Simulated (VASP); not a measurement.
# W (C2/m) in VASP: a series of runs

Runs on W. Level: PBEsol. Tasks: single point.

Program: VASP 6.6.1. These are calculated values, not measurements. Logs are shortened: lines on timing, memory, paths and dates and some standing lists are left out, and cuts for length are marked.

### Step 1. The cell of the first run

Symmetry: C2/m, No. 12, monoclinic system. The conventional cell has a = 4.927 Å, b = 2.845 Å, c = 4.608 Å, α = 90.00°, β = 90.00°, γ = 90.00°. Within 2.4 Å of W (site symmetry m) lie 1 W at 1.81 Å.

### Step 2. Single point, PBEsol

File INCAR:

```
  PREC = Accurate
  ENCUT = 520
  EDIFF = 1E-6
  ISMEAR = -5
  SIGMA = 0.1
  LREAL = F
  LASPH = T
  NELM = 60
  ALGO = Normal
  ISIF = 2
  LWAVE = F
  LCHARG = F
  GGA = PS
  NBANDS = 21
```

File KPOINTS:

```
regular mesh
0
Gamma
  12 12 7
```

File POSCAR:

```
W
1.0
    2.8445100090      0.0000000000      0.0000000000
   -1.4222550045      2.4634179291      0.0000000000
    0.0000000000      0.0000000000      4.6081062146
W
2
Direct
    0.2133333333      0.6066666667      0.1600000000
    0.7866666667      0.3933333333      0.8400000000
```

Potentials or basis: VASP PAW PBE potentials, release 64 (W_sv).

On the command line:

```bash
> cat potpaw_PBE.64/W_sv/POTCAR > POTCAR
> mpirun -np 1 vasp_std > vasp.out
```

OUTCAR:

```text
PREC = Accurate
   ENCUT = 520
   EDIFF = 1E-6
   ISMEAR = -5
   LREAL = F
   LASPH = T
   NELM = 60
   ISIF = 2
   GGA = PS

 ion  position               nearest neighbor table
   1  0.213  0.607  0.160-   2 1.81   2 2.49   2 2.49   2 3.31   2 3.37   2 3.37
   2  0.787  0.393  0.840-   1 1.81   1 2.49   1 2.49   1 3.31   1 3.37   1 3.37

  LATTYP: Found a hexagonal cell.
 ALAT       =     2.8445100090
 C/A-ratio  =     1.6200000000

  Lattice vectors:

 A1 = (   2.8445100090,   0.0000000000,   0.0000000000)
 A2 = (  -1.4222550045,   2.4634179291,   0.0000000000)
 A3 = (   0.0000000000,   0.0000000000,   4.6081062146)

Analysis of symmetry for initial positions (statically):
=====================================================================
 Subroutine PRICEL returns:
 Original cell was already a primitive cell.

 Routine SETGRP: Setting up the symmetry group for a
 hexagonal supercell.

 Subroutine GETGRP returns: Found  4 space group operations
 (whereof  4 operations were pure point group operations)
 out of a pool of 24 trial point group operations.

The static configuration has the point symmetry C_2h.

Analysis of symmetry for dynamics (positions and initial velocities):
=====================================================================
 Subroutine PRICEL returns:
 Original cell was already a primitive cell.

 Routine SETGRP: Setting up the symmetry group for a
 hexagonal supercell.

 Subroutine GETGRP returns: Found  4 space group operations
 (whereof  4 operations were pure point group operations)
 out of a pool of 24 trial point group operations.

The dynamic configuration has the point symmetry C_2h.

 Subroutine INISYM returns: Found  4 space group operations
 (whereof  4 operations are pure point group operations),
 and found     1 'primitive' translations

----------------------------------------------------------------------------------------

                                     Primitive cell

  volume of cell :      32.2900

  direct lattice vectors                    reciprocal lattice vectors
     2.844510009  0.000000000  0.000000000     0.351554397  0.202970026  0.000000000
    -1.422255004  2.463417929  0.000000000     0.000000000  0.405940051  0.000000000
     0.000000000  0.000000000  4.608106215     0.000000000  0.000000000  0.217008887

  length of vectors
     2.844510009  2.844510009  4.608106215     0.405940051  0.405940051  0.217008887

  position of ions in fractional coordinates (direct lattice)
     0.213333333  0.606666667  0.160000000
     0.786666667  0.393333333  0.840000000

  ion indices of the primitive-cell ions
   primitive index   ion index
                 1           1
                 2           2

----------------------------------------------------------------------------------------

 KPOINTS: regular mesh

Automatic generation of k-mesh.
 Grid dimensions read from file:
 generate k-points for:   12   12    7

 Generating k-lattice:

  Cartesian coordinates                     Fractional coordinates (reciprocal lattice)
     0.029296200  0.016914169  0.000000000     0.083333333 -0.000000000  0.000000000
     0.000000000  0.033828338  0.000000000     0.000000000  0.083333333  0.000000000
     0.000000000  0.000000000  0.031001270     0.000000000  0.000000000  0.142857143

  Length of vectors
     0.033828338  0.033828338  0.031001270

  Shift w.r.t. Gamma in fractional coordinates (k-lattice)
     0.000000000  0.000000000  0.000000000

 TETIRR: Found   3009 inequivalent tetrahedra from     6048

 Subroutine IBZKPT returns following result:
 ===========================================

 Found    277 irreducible k-points:

 Following reciprocal coordinates:
            Coordinates               Weight
  0.000000  0.000000  0.000000      1.000000
  0.083333  0.000000  0.000000      2.000000
  0.000000  0.083333  0.000000      4.000000
  0.166667 -0.000000  0.000000      2.000000
  0.000000  0.166667  0.000000      4.000000
  0.250000 -0.000000  0.000000      2.000000
[... 16 lines left out ...]
 -0.083333  0.416667  0.000000      4.000000
 -0.416667  0.333333  0.000000      4.000000
 [... further k-points ...]
   k-points           NKPTS =    277   k-points in BZ     NKDIM =    277   number of bands    NBANDS=     21
   number of dos      NEDOS =    301   number of ions     NIONS =      2
   total plane-waves  NPLWV =  20736
   dimension x,y,z NGX =    24 NGY =   24 NGZ =   36
   dimension x,y,z NGXF=    48 NGYF=   48 NGZF=   72
   ions per type =               2
   NGX,Y,Z   is equivalent  to a cutoff of  14.03, 14.03, 12.99 a.u.
   NGXF,Y,Z  is equivalent  to a cutoff of  28.05, 28.05, 25.98 a.u.
 SYSTEM =  unknown system
   PREC   = accura    normal or accurate (medium, high low for compatibility)
   ISTART =      0    job   : 0-new  1-cont  2-samecut
   ICHARG =      2    charge: 1-file 2-atom 10-const
   ISPIN  =      1    spin polarized calculation?
   LNONCOLLINEAR =      F non collinear calculations
   LSORBIT =      F    spin-orbit coupling
   LASPH  =      T    aspherical Exc in radial PAW
   ENCUT  =  520.0 eV  38.22 Ry    6.18 a.u.   5.29  5.29  8.57*2*pi/ulx,y,z
   NELM   =     60;   NELMIN=  2; NELMDL= -5     # of ELM steps
   EDIFF  = 0.1E-05   stopping-criterion for ELM
   LREAL  =      F    real-space projection
   EDIFFG = 0.1E-04   stopping-criterion for IOM
   NSW    =      0    number of steps for IOM
   IBRION =     -1    ionic relax: 0-MD 1-quasi-New 2-CG
   NFREE  =      0    steps in history (QN), initial steepest desc. (CG)
   ISIF   =      2    stress and relaxation
   ISYM   =      2    0-nonsym 1-usesym 2-fastsym
   POTIM  = 0.5000    time-step for ionic-motion
   TEBEG  =    0.0;   TEEND  =   0.0 temperature during run
   PSTRESS=    0.0 pullay stress
   NELECT =      28.0000    total number of electrons
   NUPDOWN=      -1.0000    fix difference up-down
   EMIN   =  10.00;   EMAX   =-10.00  energy-range for DOS
   EFERMI =   0.00;   METHOD = LEGACY
   ISMEAR =    -5;   SIGMA  =   0.10  broadening in eV -4-tet -1-fermi 0-gaus
   EFERMI_NEDOS =   21; number of points for ismear=-14 and -15
   IALGO  =     38    algorithm
   IMIX   =      4    mixing-type and parameters
     AMIX     =   0.40;   BMIX     =  1.00
     AMIX_MAG =   1.60;   BMIX_MAG =  1.00
  volume/ion in A,a.u.               =      16.15       108.95
  Fermi-wavevector in a.u.,A,eV,Ry     =   1.561127  2.950102 33.158985  2.437117
  Thomas-Fermi vector in A             =   2.664238
   LORBIT       =      0    0 simple, 1 ext, 2 COOP (PROOUT), +10 PAW based schemes
   GGA     = PS    functional components
   LHFCALC =     F    Hartree Fock is set to
   AEXX    =    0.0000 exact exchange contribution
   IVDW    =     0    specifies the selected vdW correction
   LEPSILON=     F    determine dielectric tensor
   LRPA    =     F    only Hartree local field effects (RPA)
 non-spin polarized calculation
 Fermi weights with tetrahedron method with Bloechl corrections
  energy-cutoff  :      520.00
  volume of cell :       32.29
 maximum number of plane-waves:       885
 NGX is ok and might be reduce to    24
   NGX = 11   NGY = 11   NGZ = 17

 number of electron      28.0000000 magnetization

 Free energy of the ion-electron system (eV)
  ---------------------------------------------------
  ext. energy  EPLUGINS =         0.00000000
  ---------------------------------------------------
  free energy    TOTEN  =       -17.66835964 eV

  energy without entropy =      -17.66835964  energy(sigma->0) =      -17.66835964

 E-fermi :  10.8376     XC(G=0): -13.1721

 val. band max:       10.9605966207   @ k =  -0.4167  -0.3333   0.4286
 cond. band min:      10.7054317289   @ k =   0.3333   0.3333   0.0000
 fundamental gap:     -0.2551648917
 Fermi energy:        10.8375579648

 k-point     1 :       0.0000    0.0000    0.0000
  band No.  band energies     occupation
      1     -64.4793      2.00000
      2     -62.1414      2.00000
      3     -31.9275      2.00000
      4     -27.4586      2.00000
      5     -27.4457      2.00000
      6     -27.1506      2.00000
[... 13 lines left out ...]
     20      17.9336      0.00000
     21      20.3208      0.00000

 k-point     2 :       0.0833    0.0000    0.0000
  band No.  band energies     occupation
      1     -64.4630      2.00000
      2     -62.1487      2.00000
      3     -31.9498      2.00000
      4     -27.7569      2.00000
      5     -27.5285      2.00000
      6     -26.9223      2.00000
[... 13 lines left out ...]
     20      17.5172      0.00000
     21      21.1407      0.00000

 k-point     3 :       0.0000    0.0833    0.0000
  band No.  band energies     occupation
      1     -64.4683      2.00000
      2     -62.1428      2.00000
      3     -31.9339      2.00000
      4     -27.6872      2.00000
      5     -27.4682      2.00000
      6     -27.0387      2.00000
[... 13 lines left out ...]
     20      18.3107      0.00000
     21      20.5097      0.00000

 k-point     4 :       0.1667   -0.0000    0.0000
  band No.  band energies     occupation
      1     -64.4174      2.00000
      2     -62.1693      2.00000
      3     -32.0128      2.00000
      4     -28.2048      2.00000
      5     -27.6954      2.00000
      6     -26.6961      2.00000
[... 13 lines left out ...]
     20      17.7811      0.00000
     21      22.3062      0.00000

 k-point     5 :       0.0000    0.1667    0.0000
  band No.  band energies     occupation
      1     -64.4378      2.00000
      2     -62.1469      2.00000
      3     -31.9521      2.00000
      4     -28.0955      2.00000
      5     -27.5086      2.00000
      6     -26.9606      2.00000
[... 13 lines left out ...]
     20      18.9943      0.00000
     21      21.1093      0.00000
[... 382 lines left out ...]
     20      20.3115      0.00000
     21      22.2088      0.00000

 k-point    22 :       0.3333    0.0833    0.0000
  band No.  band energies     occupation
      1     -64.2578      2.00000
      2     -62.2431      2.00000
      3     -32.2295      2.00000
      4     -29.0978      2.00000
      5     -28.1600      2.00000
      6     -26.4544      2.00000
[... 13 lines left out ...]
     20      18.9156      0.00000
     21      20.4347      0.00000

 k-point    23 :      -0.0833    0.4167    0.0000
  band No.  band energies     occupation
      1     -64.3357      2.00000
      2     -62.1581      2.00000
      3     -32.0066      2.00000
      4     -28.9534      2.00000
      5     -27.8557      2.00000
      6     -26.9250      2.00000
[... 13 lines left out ...]
     20      18.9034      0.00000
     21      21.7348      0.00000

 k-point    24 :      -0.4167    0.3333    0.0000
  band No.  band energies     occupation
      1     -64.3198      2.00000
      2     -62.1756      2.00000
      3     -32.0543      2.00000
      4     -29.0655      2.00000
      5     -27.7480      2.00000
      6     -26.9230      2.00000
[... 13 lines left out ...]
     20      20.2868      0.00000
     21      21.5454      0.00000

 [... further k-points ...]

------------------------ aborting loop because EDIFF is reached ----------------------------------------

  FORCE on cell =-STRESS in cart. coord.  units (eV):
  Direction    XX          YY          ZZ          XY          YZ          ZX
  --------------------------------------------------------------------------------------
  -------------------------------------------------------------------------------------
  Total       22.9790854     15.7309128     42.1619614      6.2771016     11.0722079     19.1776253
  in kB     1140.1848754    780.5423309   2092.0080155    311.4595799    549.3849650    951.5626059
  external PRESSURE =    1337.5784073 kB  Pullay stress =       0.0000000 kB

 VOLUME and BASIS-vectors are now :
 -----------------------------------------------------------------------------
  energy-cutoff  :      520.00
  volume of cell :       32.29
      direct lattice vectors                 reciprocal lattice vectors
     2.844510009  0.000000000  0.000000000     0.351554397  0.202970026  0.000000000
    -1.422255004  2.463417929  0.000000000     0.000000000  0.405940051  0.000000000
     0.000000000  0.000000000  4.608106215     0.000000000  0.000000000  0.217008887

 POSITION                                       TOTAL-FORCE (eV/Angst)
 -----------------------------------------------------------------------------------
     -0.25601      1.49447      0.73730        13.278664      7.666440     30.574908
      1.67826      0.96894      3.87081       -13.278664     -7.666440    -30.574908
 -----------------------------------------------------------------------------------
    total drift:                                0.000000      0.000000     -0.000000

  FREE ENERGIE OF THE ION-ELECTRON SYSTEM (eV)
  ---------------------------------------------------
  free  energy   TOTEN  =       -17.6683596393 eV

  energy  without entropy=      -17.6683596393  energy(sigma->0) =      -17.66835964
```

Wall time 77 s (1 thread of Intel Xeon 6975P-C, shared host); peak memory 0.28 GiB.

Results:

```yaml
Free_energy: -17.6684 eV
Pressure: 133.8 GPa
Largest_force: 34.204 eV/Å
Band_gap_on_the_k_mesh: zero (band 14 reaches 12.20 eV, above the bottom of band 15 at 9.37 eV)
```

Forces in eV/Å, atoms in the order of the input:
```
W    13.279   7.666  30.575
W   -13.279  -7.666 -30.575
```

Caveat: the PAW data sets were made with another functional, which shifts forces and pressure a little; spin-orbit coupling is left out, which moves the levels of the heavy elements; tetrahedron occupations give inexact forces and stress in metals.

(Continued in part 2 of 2.)
